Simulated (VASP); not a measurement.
# Pt (I4/mmm) in VASP: a series of runs, part 2 of 3

VASP 6.6.1. Earlier steps stand in the parts before.

**3. Single point, PBE**

This run uses another cell than the first one, of the same volume but with other edges.

INCAR

```
SYSTEM = Pt
PREC = Accurate
ENCUT = 520
EDIFF = 1E-6
ISMEAR = 0
SIGMA = 0.15
LREAL = .False.
LASPH = .True.
NELM = 100
ALGO = Fast
ISIF = 2
LWAVE = .False.
LCHARG = .True.
GGA = PE
LELF = .True.
LVHAR = .True.
NBANDS = 11
```

KPOINTS

```
regular mesh
0
Gamma
  24 24 24
  0 0 0
```

POSCAR

```
Pt
1.0
    0.0000000000      2.0668907952      1.7568571759
    2.0668907952      0.0000000000      1.7568571759
    2.0668907952      2.0668907952      0.0000000000
Pt
1
Direct
    0.0000000000      0.0000000000      0.0000000000
```

Potentials or basis: VASP PAW PBE potentials, release 64 (Pt).

Launch:

```sh
> cat potpaw_PBE.64/Pt/POTCAR > POTCAR
> mpirun -np 1 vasp_std > vasp.out
```

OUTCAR:

```text
SYSTEM = Pt
   PREC = Accurate
   ENCUT = 520
   EDIFF = 1E-6
   ISMEAR = 0
   LREAL = .False.
   LASPH = .True.
   NELM = 100
   ISIF = 2
   GGA = PE

 ion  position               nearest neighbor table
   1  0.000  0.000  0.000-

  LATTYP: Found a body centered tetragonal cell.
 ALAT       =     2.9230249945
 C/A-ratio  =     1.2020815280

  Lattice vectors:

 A1 = (   0.0000000000,  -2.0668907952,  -1.7568571759)
 A2 = (   0.0000000000,   2.0668907952,  -1.7568571759)
 A3 = (   2.0668907952,   0.0000000000,   1.7568571759)

Analysis of symmetry for initial positions (statically):
=====================================================================
 Subroutine PRICEL returns:
 Original cell was already a primitive cell.

 Routine SETGRP: Setting up the symmetry group for a
 body centered tetragonal supercell.

 Subroutine GETGRP returns: Found 16 space group operations
 (whereof 16 operations were pure point group operations)
 out of a pool of 16 trial point group operations.

The static configuration has the point symmetry D_4h.

Analysis of symmetry for dynamics (positions and initial velocities):
=====================================================================
 Subroutine PRICEL returns:
 Original cell was already a primitive cell.

 Routine SETGRP: Setting up the symmetry group for a
 body centered tetragonal supercell.

 Subroutine GETGRP returns: Found 16 space group operations
 (whereof 16 operations were pure point group operations)
 out of a pool of 16 trial point group operations.

The dynamic configuration has the point symmetry D_4h.

 Subroutine INISYM returns: Found 16 space group operations
 (whereof 16 operations are pure point group operations),
 and found     1 'primitive' translations

----------------------------------------------------------------------------------------

                                     Primitive cell

[... 108 lines left out ...]
     AMIX_MAG =   1.60;   BMIX_MAG =  1.00
  volume/ion in A,a.u.               =      15.01       101.30
  Fermi-wavevector in a.u.,A,eV,Ry     =   1.429797  2.701924 27.814648  2.044319
  Thomas-Fermi vector in A             =   2.549712
   LORBIT       =      0    0 simple, 1 ext, 2 COOP (PROOUT), +10 PAW based schemes
   GGA     = PE    functional components
   LHFCALC =     F    Hartree Fock is set to
   AEXX    =    0.0000 exact exchange contribution
   IVDW    =     0    specifies the selected vdW correction
   LEPSILON=     F    determine dielectric tensor
   LRPA    =     F    only Hartree local field effects (RPA)
 non-spin polarized calculation
 RMM-DIIS sequential band-by-band and
 Gauss-broadening in eV      SIGMA  =   0.15
  energy-cutoff  :      520.00
  volume of cell :       15.01
 maximum number of plane-waves:       426
   NGX = 11   NGY = 11   NGZ = 11

 number of electron      10.0000000 magnetization

 Free energy of the ion-electron system (eV)
  ---------------------------------------------------
  ext. energy  EPLUGINS =         0.00000000
  ---------------------------------------------------
  free energy    TOTEN  =        -6.03691433 eV

  energy without entropy =       -6.02073853  energy(sigma->0) =       -6.02882643

 E-fermi :  11.2470     XC(G=0): -13.5138

 val. band max:       11.2469442336   @ k =   0.5000   0.4167   0.0833
 cond. band min:      11.2484242727   @ k =   0.5000   0.1667   0.0833
 fundamental gap:      0.0014800391
 Fermi energy:        11.2470446302

 k-point     1 :       0.0000    0.0000    0.0000
  band No.  band energies     occupation
      1       1.0931      2.00000
      2       7.1500      2.00000
      3       7.1500      2.00000
      4       8.5829      2.00000
      5       8.8051      2.00000
      6      10.4387      2.00000
      7      26.4542      0.00000
      8      29.5779      0.00000
      9      29.5779      0.00000
     10      34.3574      0.00000
     11      37.0596      0.00000
[... 309 lines left out ...]
 k-point    24 :       0.4583    0.0417    0.0000
  band No.  band energies     occupation
      1       4.0762      2.00000
      2       6.6725      2.00000
      3       8.5098      2.00000
      4       9.7633      2.00000
      5      11.4802      0.02796
      6      11.8275      0.00000
      7      18.0152      0.00000
      8      25.3994      0.00000
      9      28.9612      0.00000
     10      32.8286      0.00000
     11      37.8245      0.00000

 [... further k-points ...]
[... 5 lines left out ...]
  --------------------------------------------------------------------------------------
  -------------------------------------------------------------------------------------
  Total        0.9541672      0.9541672      1.6420738      0.0000000      0.0000000     -0.0000000
  in kB      101.8435572    101.8435572    175.2676362      0.0000000      0.0000000     -0.0000000
  external PRESSURE =     126.3182502 kB  Pullay stress =       0.0000000 kB

 VOLUME and BASIS-vectors are now :
 -----------------------------------------------------------------------------
  energy-cutoff  :      520.00
  volume of cell :       15.01
      direct lattice vectors                 reciprocal lattice vectors
     0.000000000  2.066890795  1.756857176    -0.241909249  0.241909249  0.284599116
     2.066890795  0.000000000  1.756857176     0.241909249 -0.241909249  0.284599116
     2.066890795  2.066890795  0.000000000     0.241909249  0.241909249 -0.284599116

 POSITION                                       TOTAL-FORCE (eV/Angst)
 -----------------------------------------------------------------------------------
      0.00000      0.00000      0.00000         0.000000     -0.000000      0.000000
 -----------------------------------------------------------------------------------
    total drift:                               -0.000000     -0.000000      0.000000

  FREE ENERGIE OF THE ION-ELECTRON SYSTEM (eV)
  ---------------------------------------------------
  free  energy   TOTEN  =        -6.0369143268 eV

  energy  without entropy=       -6.0207385324  energy(sigma->0) =       -6.02882643
```

OSZICAR:

```text
N       E                     dE             d eps       ncg     rms          rms(c)
DAV:   1     0.402114601977E+02    0.40211E+02   -0.53685E+03 23842   0.846E+02
DAV:   2    -0.580276535355E+01   -0.46014E+02   -0.44226E+02 26681   0.178E+02
DAV:   3    -0.640060996353E+01   -0.59784E+00   -0.59239E+00 27476   0.193E+01
DAV:   4    -0.640294712314E+01   -0.23372E-02   -0.23370E-02 27036   0.142E+00
DAV:   5    -0.640296553654E+01   -0.18413E-04   -0.18413E-04 27625   0.116E-01    0.130E+01
RMM:   6    -0.607852745497E+01    0.32444E+00   -0.30861E-01 23469   0.477E+00    0.690E+00
RMM:   7    -0.604023969705E+01    0.38288E-01   -0.68509E-02 24758   0.242E+00    0.247E+00
RMM:   8    -0.603713198226E+01    0.31077E-02   -0.81202E-03 25096   0.800E-01    0.542E-01
RMM:   9    -0.603689772895E+01    0.23425E-03   -0.77330E-04 27252   0.243E-01    0.480E-02
RMM:  10    -0.603691171010E+01   -0.13981E-04   -0.12210E-04 27845   0.841E-02    0.513E-02
RMM:  11    -0.603691391831E+01   -0.22082E-05   -0.18508E-05 27914   0.297E-02    0.115E-02
RMM:  12    -0.603691432682E+01   -0.40851E-06   -0.55127E-06 23705   0.176E-02
   1 F= -.60369143E+01 E0= -.60288264E+01  d E =-.161758E-01
```

stdout:

```text
POSCAR found type information on POSCAR Pt
 POSCAR found :  1 types and       1 ions
 scaLAPACK will be used
 LDA part: xc-table for (Slater+PW92), standard interpolation
 POSCAR, INCAR and KPOINTS ok, starting setup
 FFT: planning ... GRIDC
 FFT: planning ... GRID_SOFT
 FFT: planning ... GRID
 WAVECAR not read
 entering main loop
WARNING in EDDRMM: call to ZHEGV failed, returncode =   8  4     11
```

Run time: 59 s. Hardware: 1 thread of Intel Xeon 6975P-C (Granite Rapids), shared host; peak memory 0.28 GiB.

What came out:

```yaml
Free_energy: -6.0369 eV
Pressure: 12.6 GPa
Band_gap_on_the_k_mesh: zero (bands 5 and 6 overlap by 2.80 eV)
```

Caveat: the cell stands under pressure; spin-orbit coupling is left out, which moves the levels of the heavy elements.

**4. Single point, PBE**

This run uses another cell than the first one, of the same volume but with other edges.

INCAR

```
SYSTEM = Pt
PREC     = Accurate       ! precision mode
ENCUT    = 520            ! plane-wave cutoff, eV
EDIFF    = 1E-7           ! SCF threshold, eV
ISMEAR   = 0              ! smearing method
SIGMA    = 0.15           ! smearing width, eV
LREAL    = .FALSE.        ! projectors in reciprocal space
LASPH    = .TRUE.         ! aspherical terms in the spheres
NELM     = 100            ! most SCF steps
ALGO     = Fast           ! electronic algorithm
ISIF     = 2              ! what is computed and relaxed
LWAVE    = .FALSE.        ! write WAVECAR
LCHARG   = .FALSE.        ! write CHGCAR
GGA      = PE             ! functional
NBANDS   = 11             ! bands
```

KPOINTS

```
regular mesh
0
G
  24 24 24
  0 0 0
```

POSCAR

```
Pt
1.0
    0.0000000000      1.8424544409      2.2109453291
    1.8424544409      0.0000000000      2.2109453291
    1.8424544409      1.8424544409      0.0000000000
Pt
1
Direct
    0.0000000000      0.0000000000      0.0000000000
```

Potentials or basis: VASP PAW PBE potentials, release 64 (Pt).

Launch:

```sh
> cat potpaw_PBE.64/Pt/POTCAR > POTCAR
> mpirun -np 1 vasp_std > vasp.out
```

OUTCAR:

```text
SYSTEM = Pt
   PREC = Accurate
   ENCUT = 520
   EDIFF = 1E-7
   ISMEAR = 0
   LREAL = .FALSE.
   LASPH = .TRUE.
   NELM = 100
   ISIF = 2
   GGA = PE

 ion  position               nearest neighbor table
   1  0.000  0.000  0.000-

  LATTYP: Found a body centered tetragonal cell.
 ALAT       =     2.6056240584
 C/A-ratio  =     1.6970562749

  Lattice vectors:

 A1 = (  -1.8424544409,   0.0000000000,   2.2109453291)
 A2 = (   1.8424544409,   0.0000000000,   2.2109453291)
 A3 = (   0.0000000000,   1.8424544409,  -2.2109453291)

Analysis of symmetry for initial positions (statically):
=====================================================================
 Subroutine PRICEL returns:
 Original cell was already a primitive cell.

 Routine SETGRP: Setting up the symmetry group for a
 body centered tetragonal supercell.

 Subroutine GETGRP returns: Found 16 space group operations
 (whereof 16 operations were pure point group operations)
 out of a pool of 16 trial point group operations.

The static configuration has the point symmetry D_4h.

Analysis of symmetry for dynamics (positions and initial velocities):
=====================================================================
 Subroutine PRICEL returns:
 Original cell was already a primitive cell.

 Routine SETGRP: Setting up the symmetry group for a
 body centered tetragonal supercell.

 Subroutine GETGRP returns: Found 16 space group operations
 (whereof 16 operations were pure point group operations)
 out of a pool of 16 trial point group operations.

The dynamic configuration has the point symmetry D_4h.

 Subroutine INISYM returns: Found 16 space group operations
 (whereof 16 operations are pure point group operations),
 and found     1 'primitive' translations

----------------------------------------------------------------------------------------

                                     Primitive cell

  volume of cell :      15.0107
[... 108 lines left out ...]
  volume/ion in A,a.u.               =      15.01       101.30
  Fermi-wavevector in a.u.,A,eV,Ry     =   1.429797  2.701924 27.814648  2.044319
  Thomas-Fermi vector in A             =   2.549712
   LORBIT       =      0    0 simple, 1 ext, 2 COOP (PROOUT), +10 PAW based schemes
   GGA     = PE    functional components
   LHFCALC =     F    Hartree Fock is set to
   AEXX    =    0.0000 exact exchange contribution
   IVDW    =     0    specifies the selected vdW correction
   LEPSILON=     F    determine dielectric tensor
   LRPA    =     F    only Hartree local field effects (RPA)
 non-spin polarized calculation
 RMM-DIIS sequential band-by-band and
 Gauss-broadening in eV      SIGMA  =   0.15
  energy-cutoff  :      520.00
  volume of cell :       15.01
 maximum number of plane-waves:       420
 NGX is ok and might be reduce to    24

 number of electron      10.0000000 magnetization

 Free energy of the ion-electron system (eV)
  ---------------------------------------------------
  ext. energy  EPLUGINS =         0.00000000
  ---------------------------------------------------
  free energy    TOTEN  =        -5.93874471 eV

  energy without entropy =       -5.92061953  energy(sigma->0) =       -5.92968212

 E-fermi :  11.2633     XC(G=0): -13.5036

 val. band max:       11.2616488865   @ k =  -0.1250   0.4167   0.3750
 cond. band min:      11.2645453063   @ k =  -0.3750   0.1667   0.1250
 fundamental gap:      0.0028964198
 Fermi energy:        11.2632649613

 k-point     1 :       0.0000    0.0000    0.0000
  band No.  band energies     occupation
      1       1.1008      2.00000
      2       6.1187      2.00000
      3       8.2067      2.00000
      4       8.5026      2.00000
      5       8.5026      2.00000
      6      10.9258      1.99854
      7      26.5202      0.00000
      8      28.1706      0.00000
      9      32.5095      0.00000
     10      32.5095      0.00000
     11      36.9480      0.00000
[... 309 lines left out ...]
 k-point    24 :       0.4583    0.0417    0.0000
  band No.  band energies     occupation
      1       4.0870      2.00000
      2       6.4925      2.00000
      3       8.5972      2.00000
      4      10.1339      2.00000
      5      11.0287      1.97298
      6      11.6191      0.00079
      7      18.3670      0.00000
      8      24.7657      0.00000
      9      30.4298      0.00000
     10      32.4241      0.00000
     11      36.7461      0.00000

 [... further k-points ...]
[... 5 lines left out ...]
  --------------------------------------------------------------------------------------
  -------------------------------------------------------------------------------------
  Total        2.4630532      2.4630532     -0.3163950      0.0000000      0.0000000      0.0000000
  in kB      262.8953241    262.8953241    -33.7705938      0.0000000      0.0000000      0.0000000
  external PRESSURE =     164.0066848 kB  Pullay stress =       0.0000000 kB

 VOLUME and BASIS-vectors are now :
 -----------------------------------------------------------------------------
  energy-cutoff  :      520.00
  volume of cell :       15.01
      direct lattice vectors                 reciprocal lattice vectors
     0.000000000  1.842454441  2.210945329    -0.271377131  0.271377131  0.226147609
     1.842454441  0.000000000  2.210945329     0.271377131 -0.271377131  0.226147609
     1.842454441  1.842454441  0.000000000     0.271377131  0.271377131 -0.226147609

 POSITION                                       TOTAL-FORCE (eV/Angst)
 -----------------------------------------------------------------------------------
      0.00000      0.00000      0.00000         0.000000      0.000000      0.000000
 -----------------------------------------------------------------------------------
    total drift:                               -0.000000      0.000000     -0.000000

  FREE ENERGIE OF THE ION-ELECTRON SYSTEM (eV)
  ---------------------------------------------------
  free  energy   TOTEN  =        -5.9387447119 eV

  energy  without entropy=       -5.9206195346  energy(sigma->0) =       -5.92968212
```

It took 57 s on 1 thread of Intel Xeon 6975P-C (Granite Rapids), shared host; peak memory 0.29 GiB.

Results:

- Free energy: -5.9387 eV
- Pressure: 16.4 GPa
- Band gap on the k mesh: zero (bands 5 and 6 overlap by 3.28 eV)

Caveat: the cell stands under pressure; spin-orbit coupling is left out, which moves the levels of the heavy elements.

[end of part 2 of 3]
